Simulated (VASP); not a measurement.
Runs of VASP 6.6.1 on Zr2N. The structure is that of space group P4_2/mnm (No. 136), or close to it. The cells are those of the table. 

| cell | k mesh | gap on the mesh (eV) | pressure (GPa) | largest force (eV/Å) |
| --- | --- | --- | --- | --- |
| a = 5.474, b = 5.474, c = 3.329 Å, 6 atoms | 8 × 8 × 10 | none | -5.0 | 0.01 |
| a = 5.301, b = 5.301, c = 3.240 Å, 6 atoms | 8 × 8 × 10 | none | 13.1 | - |
| a = 5.359, b = 5.359, c = 3.271 Å, 6 atoms | 8 × 8 × 10 | none | (a) | 0.01 |
| a = 5.200, b = 5.200, c = 3.380 Å, 6 atoms | 8 × 8 × 12 | none | 12.0 | (b) |

Alike in all rows: task single point; level r2SCAN; potentials or basis VASP PAW PBE potentials, release 64 (Zr_sv, N); no spin polarisation; cutoff (eV) 520; smearing gaussian 0.1 eV.

Task: Fill in the values left out.

Result: (a) 6.1; (b) 0.06.

Caveats: the PAW data sets were made with another functional, which shifts forces and pressure a little.

A k mesh can miss the band edges, and the runs leave out spin-orbit coupling on Zr.

A gap of «none» marks levels without a gap at the run's occupations.
